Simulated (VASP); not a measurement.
Runs of VASP 6.6.1 on Si. The structure is that of space group Fm-3m (No. 225), or close to it. The cells are those of the table. 

```csv
cell,gap on the mesh (eV),pressure (GPa)
"a = 2.303, b = 2.303, c = 2.362 Å, angles 59.2, 59.2, 61.7°, 1 atom",none,(a)
"a = 2.332, b = 2.332, c = 2.362 Å, angles 59.6, 59.6, 60.8°, 1 atom",none,102.5
"a = 2.362 Å, angles 60.0°, 1 atom",none,91.1
"a = 2.391, b = 2.391, c = 2.362 Å, angles 60.4, 60.4, 59.2°, 1 atom",none,81.4
"a = 2.421, b = 2.421, c = 2.362 Å, angles 60.8, 60.8, 58.4°, 1 atom",none,(b)
```

Alike in all rows: task single point; level PBEsol; potentials or basis VASP PAW PBE potentials, release 64 (Si); no spin polarisation; k mesh 18 × 18 × 18; cutoff (eV) 500; smearing methfessel-paxton 0.1 eV.

Task: Fill in the values left out.

Result: (a) 116.4; (b) 73.2.

Caveats: the cell stands under pressure; the PAW data sets were made with another functional, which shifts forces and pressure a little.

A gap of «none» marks levels without a gap at the run's occupations.
